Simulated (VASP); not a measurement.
# PbS (Galena) (Fm-3m) in VASP: notebook

The runs below take PbS (Galena) through single point, with RPBE+D3(BJ), PBEsol+D3(BJ), revPBE+D3(BJ).

All numbers are computed with VASP 6.6.1; they aren't measurements. Logs are shortened: lines on timing, memory, paths and dates and some standing lists are left out, and cuts for length are marked.

## (1) The cell of the first run

It takes space group Fm-3m (No. 225, cubic). Conventional cell: a = 5.582 Å, b = 5.582 Å, c = 5.582 Å, α = 90.00°, β = 90.00°, γ = 90.00°. Within 3.7 Å of Pb (site symmetry m-3m) lie 6 S at 2.79 Å. Within 3.7 Å of S (site symmetry m-3m) lie 6 Pb at 2.79 Å.

## (2) Single point, RPBE+D3(BJ)

The input, INCAR:

```
SYSTEM = PbS
  ALGO = Normal
  EDIFF = 1E-7
  ENCUT = 520
  GGA = RP
  ISIF = 2
  ISMEAR = -1
  IVDW = 12
  LASPH = .TRUE.
  LCHARG = .FALSE.
  LREAL = .FALSE.
  LWAVE = .FALSE.
  NBANDS = 17
  NELM = 80
  PREC = Accurate
  SIGMA = 0.05
```

The input, KPOINTS:

```
k-points
0
G
  8 8 8
  0 0 0
```

The input, POSCAR:

```
PbS
1.0
    0.0000000000      2.7908291628      2.7908291628
    2.7908291628      0.0000000000      2.7908291628
    2.7908291628      2.7908291628      0.0000000000
Pb S
1 1
Direct
    0.0000000000      0.0000000000      0.0000000000
    0.5000000000      0.5000000000      0.5000000000
```

Potentials or basis: VASP PAW PBE potentials, release 64 (Pb_d, S).

Started as:

```bash
> cat potpaw_PBE.64/Pb_d/POTCAR potpaw_PBE.64/S/POTCAR > POTCAR
> mpirun -np 1 vasp_std > vasp.out
```

OUTCAR:

```text
SYSTEM = PbS
   EDIFF = 1E-7
   ENCUT = 520
   GGA = RP
   ISIF = 2
   ISMEAR = -1
   IVDW = 12
   LASPH = .TRUE.
   LREAL = .FALSE.
   NELM = 80
   PREC = Accurate
 IVDW          = 12

 ion  position               nearest neighbor table
   1  0.000  0.000  0.000-   2 2.79   2 2.79   2 2.79   2 2.79   2 2.79   2 2.79
   2  0.500  0.500  0.500-   1 2.79   1 2.79   1 2.79   1 2.79   1 2.79   1 2.79

  LATTYP: Found a face centered cubic cell.
 ALAT       =     5.5816583256

  Lattice vectors:

 A1 = (   0.0000000000,   2.7908291628,   2.7908291628)
 A2 = (   2.7908291628,   0.0000000000,   2.7908291628)
 A3 = (   2.7908291628,   2.7908291628,   0.0000000000)

Analysis of symmetry for initial positions (statically):
=====================================================================
 Subroutine PRICEL returns:
 Original cell was already a primitive cell.

 Routine SETGRP: Setting up the symmetry group for a
 face centered cubic supercell.

 Subroutine GETGRP returns: Found 48 space group operations
[... 9 lines left out ...]

 Routine SETGRP: Setting up the symmetry group for a
 face centered cubic supercell.

 Subroutine GETGRP returns: Found 48 space group operations
[... 11 lines left out ...]
                                     Primitive cell

  volume of cell :      43.4740

  direct lattice vectors                    reciprocal lattice vectors
     0.000000000  2.790829163  2.790829163    -0.179158225  0.179158225  0.179158225
     2.790829163  0.000000000  2.790829163     0.179158225 -0.179158225  0.179158225
     2.790829163  2.790829163  0.000000000     0.179158225  0.179158225 -0.179158225

  length of vectors
     3.946828452  3.946828452  3.946828452     0.310311149  0.310311149  0.310311149

  position of ions in fractional coordinates (direct lattice)
     0.000000000  0.000000000  0.000000000
     0.500000000  0.500000000  0.500000000

  ion indices of the primitive-cell ions
   primitive index   ion index
                 1           1
                 2           2

----------------------------------------------------------------------------------------

 KPOINTS: k-points

Automatic generation of k-mesh.
 Grid dimensions read from file:
 generate k-points for:    8    8    8

 Generating k-lattice:

  Cartesian coordinates                     Fractional coordinates (reciprocal lattice)
    -0.022394778  0.022394778  0.022394778     0.125000000  0.000000000  0.000000000
     0.022394778 -0.022394778  0.022394778     0.000000000  0.125000000  0.000000000
     0.022394778  0.022394778 -0.022394778     0.000000000  0.000000000  0.125000000

  Length of vectors
     0.038788894  0.038788894  0.038788894

  Shift w.r.t. Gamma in fractional coordinates (k-lattice)
     0.000000000  0.000000000  0.000000000

 Subroutine IBZKPT returns following result:
 ===========================================

 Found     29 irreducible k-points:

 Following reciprocal coordinates:
            Coordinates               Weight
  0.000000  0.000000  0.000000      1.000000
  0.125000  0.000000  0.000000      8.000000
  0.250000  0.000000  0.000000      8.000000
  0.375000  0.000000  0.000000      8.000000
  0.500000  0.000000  0.000000      4.000000
  0.125000  0.125000  0.000000      6.000000
[... 16 lines left out ...]
  0.500000  0.250000  0.125000     48.000000
 -0.375000  0.250000  0.125000     24.000000
 [... further k-points ...]
   k-points           NKPTS =     29   k-points in BZ     NKDIM =     29   number of bands    NBANDS=     17
   number of dos      NEDOS =    301   number of ions     NIONS =      2
   total plane-waves  NPLWV =  27000
   dimension x,y,z NGX =    30 NGY =   30 NGZ =   30
   dimension x,y,z NGXF=    60 NGYF=   60 NGZF=   60
   ions per type =               1   1
   NGX,Y,Z   is equivalent  to a cutoff of  12.64, 12.64, 12.64 a.u.
   NGXF,Y,Z  is equivalent  to a cutoff of  25.27, 25.27, 25.27 a.u.
 SYSTEM =  PbS
   PREC   = accura    normal or accurate (medium, high low for compatibility)
   ISTART =      0    job   : 0-new  1-cont  2-samecut
   ICHARG =      2    charge: 1-file 2-atom 10-const
   ISPIN  =      1    spin polarized calculation?
   LNONCOLLINEAR =      F non collinear calculations
   LSORBIT =      F    spin-orbit coupling
   LASPH  =      T    aspherical Exc in radial PAW
   ENCUT  =  520.0 eV  38.22 Ry    6.18 a.u.   7.34  7.34  7.34*2*pi/ulx,y,z
   NELM   =     80;   NELMIN=  2; NELMDL= -5     # of ELM steps
   EDIFF  = 0.1E-06   stopping-criterion for ELM
   LREAL  =      F    real-space projection
   EDIFFG = 0.1E-05   stopping-criterion for IOM
   NSW    =      0    number of steps for IOM
   IBRION =     -1    ionic relax: 0-MD 1-quasi-New 2-CG
   NFREE  =      0    steps in history (QN), initial steepest desc. (CG)
   ISIF   =      2    stress and relaxation
   ISYM   =      2    0-nonsym 1-usesym 2-fastsym
   POTIM  = 0.5000    time-step for ionic-motion
   TEBEG  =    0.0;   TEEND  =   0.0 temperature during run
   PSTRESS=    0.0 pullay stress
   NELECT =      20.0000    total number of electrons
   NUPDOWN=      -1.0000    fix difference up-down
   EMIN   =  10.00;   EMAX   =-10.00  energy-range for DOS
   EFERMI =   0.00;   METHOD = LEGACY
   ISMEAR =    -1;   SIGMA  =   0.05  broadening in eV -4-tet -1-fermi 0-gaus
   EFERMI_NEDOS =   21; number of points for ismear=-14 and -15
   IALGO  =     38    algorithm
   IMIX   =      4    mixing-type and parameters
     AMIX     =   0.40;   BMIX     =  1.00
     AMIX_MAG =   1.60;   BMIX_MAG =  1.00
  volume/ion in A,a.u.               =      21.74       146.69
  Fermi-wavevector in a.u.,A,eV,Ry     =   1.263790  2.388217 21.730751  1.597165
  Thomas-Fermi vector in A             =   2.397129
   LORBIT       =      0    0 simple, 1 ext, 2 COOP (PROOUT), +10 PAW based schemes
   GGA     = RP    functional components
   LHFCALC =     F    Hartree Fock is set to
   AEXX    =    0.0000 exact exchange contribution
   IVDW    =    12    specifies the selected vdW correction
   LEPSILON=     F    determine dielectric tensor
   LRPA    =     F    only Hartree local field effects (RPA)
 non-spin polarized calculation
  energy-cutoff  :      520.00
  volume of cell :       43.47
 maximum number of plane-waves:      1211
 NGX is ok and might be reduce to    30
   NGX = 15   NGY = 15   NGZ = 15

 number of electron      20.0000000 magnetization

 Free energy of the ion-electron system (eV)
  ---------------------------------------------------
  ext. energy  EPLUGINS =         0.00000000
  ---------------------------------------------------
  free energy    TOTEN  =        -7.44466108 eV

  energy without entropy =       -7.44455156  energy(sigma->0) =       -7.44460632

 E-fermi :   8.6824     XC(G=0): -10.4427

 val. band max:        8.4661359369   @ k =   0.5000   0.0000   0.0000
 cond. band min:       8.8990345956   @ k =   0.5000   0.0000   0.0000
 fundamental gap:      0.4328986587
 Fermi energy:         8.6823990364

 k-point     1 :       0.0000    0.0000    0.0000
  band No.  band energies     occupation
      1      -8.7415      2.00000
      2      -8.7415      2.00000
      3      -8.7415      2.00000
      4      -8.7277      2.00000
      5      -8.7277      2.00000
      6      -6.8819      2.00000
[... 9 lines left out ...]
     16      14.7805      0.00000
     17      16.6972      0.00000

 k-point     2 :       0.1250    0.0000    0.0000
  band No.  band energies     occupation
      1      -8.7419      2.00000
      2      -8.7419      2.00000
      3      -8.7412      2.00000
      4      -8.7243      2.00000
      5      -8.7243      2.00000
      6      -6.7082      2.00000
[... 9 lines left out ...]
     16      15.2638      0.00000
     17      18.1700      0.00000

 k-point     3 :       0.2500    0.0000    0.0000
  band No.  band energies     occupation
      1      -8.7646      2.00000
      2      -8.7646      2.00000
      3      -8.7423      2.00000
      4      -8.6942      2.00000
      5      -8.6942      2.00000
      6      -6.2155      2.00000
[... 9 lines left out ...]
     16      16.1479      0.00000
     17      20.8338      0.00000

 k-point     4 :       0.3750    0.0000    0.0000
  band No.  band energies     occupation
      1      -8.7883      2.00000
      2      -8.7883      2.00000
      3      -8.7450      2.00000
      4      -8.6626      2.00000
      5      -8.6626      2.00000
      6      -5.5425      2.00000
[... 9 lines left out ...]
     16      17.4017      0.00000
     17      21.2287      0.00000

 k-point     5 :       0.5000    0.0000    0.0000
  band No.  band energies     occupation
      1      -8.7982      2.00000
      2      -8.7982      2.00000
      3      -8.7465      2.00000
      4      -8.6494      2.00000
      5      -8.6494      2.00000
      6      -5.1504      2.00000
[... 9 lines left out ...]
     16      18.2700      0.00000
     17      19.5792      0.00000

 k-point     6 :       0.1250    0.1250    0.0000
  band No.  band energies     occupation
      1      -8.7589      2.00000
      2      -8.7494      2.00000
      3      -8.7252      2.00000
      4      -8.7252      2.00000
      5      -8.7204      2.00000
      6      -6.6412      2.00000
[... 9 lines left out ...]
     16      16.4647      0.00000
     17      17.7606      0.00000
[... 281 lines left out ...]
 k-point    21 :       0.5000    0.5000    0.0000
  band No.  band energies     occupation
      1      -9.1133      2.00000
      2      -8.7951      2.00000
      3      -8.6776      2.00000
      4      -8.6221      2.00000
      5      -8.6221      2.00000
      6      -4.2727      2.00000
[... 9 lines left out ...]
     16      20.5803      0.00000
     17      20.5803      0.00000

 k-point    22 :       0.3750    0.2500    0.1250
  band No.  band energies     occupation
      1      -8.8524      2.00000
      2      -8.7514      2.00000
      3      -8.7393      2.00000
      4      -8.6853      2.00000
      5      -8.6745      2.00000
      6      -5.7302      2.00000
[... 9 lines left out ...]
     16      18.4352      0.00000
     17      19.0057      0.00000

 k-point    23 :       0.5000    0.2500    0.1250
  band No.  band energies     occupation
      1      -8.8904      2.00000
      2      -8.7565      2.00000
      3      -8.7351      2.00000
      4      -8.6805      2.00000
      5      -8.6557      2.00000
      6      -5.0803      2.00000
[... 9 lines left out ...]
     16      18.9566      0.00000
     17      20.2762      0.00000

 k-point    24 :      -0.3750    0.2500    0.1250
  band No.  band energies     occupation
      1      -8.9037      2.00000
      2      -8.7651      2.00000
      3      -8.7199      2.00000
      4      -8.6894      2.00000
      5      -8.6452      2.00000
      6      -4.7245      2.00000
[... 9 lines left out ...]
     16      19.4471      0.00000
     17      20.0143      0.00000

 [... further k-points ...]

------------------------ aborting loop because EDIFF is reached ----------------------------------------

 Edisp (eV)   -4.11901

 E8    (eV) :    -2.7216

  FORCE on cell =-STRESS in cart. coord.  units (eV):
  Direction    XX          YY          ZZ          XY          YZ          ZX
  --------------------------------------------------------------------------------------
  -------------------------------------------------------------------------------------
  Total      -0.03981    -0.03981    -0.03981     0.00000     0.00000     0.00000
  in kB      -1.46699    -1.46699    -1.46699     0.00000     0.00000     0.00000
  external pressure =       -1.47 kB  Pullay stress =        0.00 kB

 VOLUME and BASIS-vectors are now :
 -----------------------------------------------------------------------------
  energy-cutoff  :      520.00
  volume of cell :       43.47
      direct lattice vectors                 reciprocal lattice vectors
     0.000000000  2.790829163  2.790829163    -0.179158225  0.179158225  0.179158225
     2.790829163  0.000000000  2.790829163     0.179158225 -0.179158225  0.179158225
     2.790829163  2.790829163  0.000000000     0.179158225  0.179158225 -0.179158225

 POSITION                                       TOTAL-FORCE (eV/Angst)
 -----------------------------------------------------------------------------------
      0.00000      0.00000      0.00000        -0.000000     -0.000000     -0.000000
      2.79083      2.79083      2.79083         0.000000      0.000000      0.000000
 -----------------------------------------------------------------------------------
    total drift:                               -0.000000      0.000000      0.000000

  FREE ENERGIE OF THE ION-ELECTRON SYSTEM (eV)
  ---------------------------------------------------
  free  energy   TOTEN  =       -11.5636662468 eV

  energy  without entropy=      -11.5635567340  energy(sigma->0) =      -11.56361149
```

Wall time 17 s (1 thread of AMD EPYC 9R45 (Zen 5), shared host); peak memory 0.16 GiB.

What came out:

```
Free energy                : -11.5637 eV
Pressure                   : -0.1 GPa
Band gap on the k mesh     : 0.43 eV, direct
Dispersion energy per atom : -2.060 eV
```

Levels at points of the mesh, in eV from the valence-band top:
| k point | band 7 | band 8 | band 9 | band 10 | band 11 | band 12 | band 13 | band 14 |
| --- | --- | --- | --- | --- | --- | --- | --- | --- |
| (0.00, 0.00, 0.00) | -5.50 | -3.09 | -3.09 | -3.09 | 5.93 | 5.93 | 5.93 | 6.31 |
| (0.50, 0.00, 0.00) | -9.99 | -2.50 | -2.50 | 0.00 | 0.43 | 1.60 | 1.60 | 9.08 |
| (0.50, 0.50, 0.00) | -7.40 | -6.80 | -4.66 | -4.66 | 3.14 | 6.37 | 6.57 | 6.57 |

Caveat: the PAW data sets were made with another functional, which shifts forces and pressure a little; spin-orbit coupling is left out, which moves the levels of the heavy elements.

## (3) Single point, PBEsol+D3(BJ)

This run uses another cell than the first one, of 24.78 Å³/atom, 1.140 times its volume.

The input, INCAR:

```
SYSTEM = PbS
  ALGO = Normal
  EDIFF = 1E-6
  ENCUT = 520
  GGA = PS
  ISIF = 2
  ISMEAR = -1
  IVDW = 12
  LASPH = .True.
  LCHARG = .False.
  LREAL = .False.
  LWAVE = .False.
  NBANDS = 17
  NELM = 100
  PREC = Accurate
  SIGMA = 0.05
```

The input, KPOINTS:

```
k-points
0
Gamma
  8 8 8
  0 0 0
```

The input, POSCAR:

```
PbS
1.0
    0.0000000000      2.9154986386      2.9154986386
    2.9154986386      0.0000000000      2.9154986386
    2.9154986386      2.9154986386      0.0000000000
Pb S
1 1
Direct
    0.0000000000      0.0000000000      0.0000000000
    0.5000000000      0.5000000000      0.5000000000
```

Potentials or basis: VASP PAW PBE potentials, release 64 (Pb_d, S).

Started as:

```bash
> cat potpaw_PBE.64/Pb_d/POTCAR potpaw_PBE.64/S/POTCAR > POTCAR
> mpirun -np 1 vasp_std > vasp.out
```

It took 16 s on 1 thread of AMD EPYC 9R45 (Zen 5), shared host; peak memory 0.16 GiB.

It converged, with:

| Quantity | Value |
| --- | --- |
| Free energy | -10.1376 eV |
| Pressure | -0.1 GPa |
| Band gap on the k mesh | 0.05 eV, direct |
| Dispersion energy per atom | -0.347 eV |

Levels at points of the mesh, in eV from the valence-band top:
```tsv
k point	band 8	band 9	band 10	band 11	band 12	band 13
(0.00, 0.00, 0.00)	-2.50	-2.50	-2.50	5.25	5.25	5.25
(0.50, 0.00, 0.00)	-2.06	-2.06	0.00	0.05	1.71	1.71
(0.50, 0.50, 0.00)	-5.78	-3.88	-3.88	3.43	5.63	5.77
```

Caveat: the PAW data sets were made with another functional, which shifts forces and pressure a little; spin-orbit coupling is left out, which moves the levels of the heavy elements. A k mesh can miss the band edges.

## (4) Single point, revPBE+D3(BJ)

This run uses another cell than the first one, of 25.90 Å³/atom, 1.192 times its volume.

The input, INCAR:

```
SYSTEM = PbS
ALGO = Normal
EDIFF = 1E-7
ENCUT = 520
GGA = RE
ISIF = 2
ISMEAR = -1
IVDW = 12
LASPH = .TRUE.
LCHARG = .TRUE.
LELF = .TRUE.
LREAL = .FALSE.
LVHAR = .TRUE.
LWAVE = .FALSE.
NBANDS = 17
NELM = 80
PREC = Accurate
SIGMA = 0.05
```

The input, KPOINTS:

```
k-points
0
G
  8 8 8
  0 0 0
```

The input, POSCAR:

```
PbS
1.0
    0.0000000000      2.9588164684      2.9588164684
    2.9588164684      0.0000000000      2.9588164684
    2.9588164684      2.9588164684      0.0000000000
Pb S
1 1
Direct
    0.0000000000      0.0000000000      0.0000000000
    0.5000000000      0.5000000000      0.5000000000
```

Started as:

```bash
> cat potpaw_PBE.64/Pb_d/POTCAR potpaw_PBE.64/S/POTCAR > POTCAR
> mpirun -np 1 vasp_std > vasp.out
```

Run time: 19 s. Hardware: 1 thread of AMD EPYC 9R45 (Zen 5), shared host; peak memory 0.16 GiB.

Results (log left out):

```yaml
Free_energy: -9.4431 eV
Pressure: -0.1 GPa
Band_gap_on_the_k_mesh: 0.41 eV, direct
Dispersion_energy_per_atom: -0.652 eV
```

Levels at points of the mesh, in eV from the valence-band top:
| k point | band 8 | band 9 | band 10 | band 11 | band 12 | band 13 |
| --- | --- | --- | --- | --- | --- | --- |
| (0.00, 0.00, 0.00) | -2.23 | -2.23 | -2.23 | 5.27 | 5.27 | 5.27 |
| (0.50, 0.00, 0.00) | -1.83 | -1.83 | 0.00 | 0.41 | 1.97 | 1.97 |
| (0.50, 0.50, 0.00) | -5.25 | -3.49 | -3.49 | 3.89 | 5.64 | 5.74 |

Caveat: the PAW data sets were made with another functional, which shifts forces and pressure a little; spin-orbit coupling is left out, which moves the levels of the heavy elements.

## (5) The runs side by side

```tsv
level	cell	gap on the mesh (eV)	pressure (GPa)
RPBE+D3(BJ)	a = 3.947 Å, angles 60.0°, 2 atoms	0.43	-0.1
PBEsol+D3(BJ)	a = 4.123 Å, angles 60.0°, 2 atoms	0.05	-0.1
revPBE+D3(BJ)	a = 4.184 Å, angles 60.0°, 2 atoms	0.41	-0.1
```

Alike in all rows: task single point; potentials or basis VASP PAW PBE potentials, release 64 (Pb_d, S); no spin polarisation; k mesh 8 × 8 × 8; cutoff (eV) 520; smearing fermi-dirac 0.05 eV.

Caveats: the PAW data sets were made with another functional, which shifts forces and pressure a little; spin-orbit coupling is left out, which moves the levels of the heavy elements.

Total energies depend on the potentials used, so only differences within one code and one set of settings carry meaning.
